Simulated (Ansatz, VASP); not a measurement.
**Two plane-wave programs on Mn**

The input POSCAR:

```
Mn
1.0
    0.0000000000      1.7561332140      1.7561332140
    1.7561332140      0.0000000000      1.7561332140
    1.7561332140      1.7561332140      0.0000000000
Mn
1
Direct
    0.0000000000      0.0000000000      0.0000000000
```

Contents of INCAR.step1:

```
PREC = Accurate
ENCUT = 520
ISMEAR = 0
SIGMA = 0.05
LREAL = F
LASPH = T
NELM = 150
ISPIN = 2
MAGMOM = 0.5
LMAXMIX = 4
NBANDS = 16
GGA = PE
ALGO = Normal
EDIFF = 1E-4
LWAVE = T
LCHARG = F
```

INCAR.step2

```
PREC = Accurate
ENCUT = 520
EDIFF = 1E-7
ISMEAR = 0
SIGMA = 0.05
LREAL = F
LASPH = T
NELM = 150
ALGO = Normal
ISIF = 2
LWAVE = F
LCHARG = T
ISPIN = 2
MAGMOM = 0.5
LORBIT = 11
LMAXMIX = 4
METAGGA = R2SCAN
LMIXTAU = T
LELF = T
LVHAR = T
NBANDS = 16
ISTART = 1
```

KPOINTS

```
Automatic mesh
0
Gamma
  20 20 20
```

Input for Ansatz:

```yaml
crystal:
  lattice:
    - [0.0, 1.756133214, 1.756133214]
    - [1.756133214, 0.0, 1.756133214]
    - [1.756133214, 1.756133214, 0.0]
  atoms:
    - { symbol: Mn, position: [0.0, 0.0, 0.0], spin: 0.5 }
basis:
  ecutwfc: 500
  ecutrho_ratio: 4
kpoints:
  mp_grid: { grid: [20, 20, 20] }
hamiltonian:
  xc: r2scan
scf:
  occupations: { method: gaussian, width: 0.05 }
output:
  forces: true
  stress: true
  eigenvalues: true
  populations: true
magnetization:
  spin_polarized: true
```

Alike in both runs: task single point; functional r2SCAN; k mesh 20 × 20 × 20; occupations gaussian, width 0.05 eV; collinear spin.

|  | VASP | Ansatz |
| --- | --- | --- |
| version | VASP 6.6.1 | Ansatz 0.2.0 |
| potentials or method | VASP PAW PBE potentials, release 64 (Mn_pv), cutoff 520 eV | scalar-relativistic, plane waves, PAW |
| valence electrons in the cell | 13 | 15 |

```tsv
	VASP	Ansatz	Ansatz less VASP
gap on the k mesh at the Fermi level (eV)	none	none	-
pressure (GPa)	-10.0	-0.1	+9.93
net moment per atom (μB)	0.00	1.02	+1.023
size of the moment on the site where the two differ most (μB)	0.00	1.02	+1.024
```

The net moments are unlike, so the other rows may belong to different states. VASP's potentials were made for PBE, not for r2SCAN. Site moments also hang on the region over which each program counts them. A gap of «none» marks a metal or a gap that the smearing closes. VASP's potentials hold 13 valence electrons a cell and Ansatz's 15, so a difference there can come from the potentials and not from the codes. Ansatz's warnings: stability check not made.
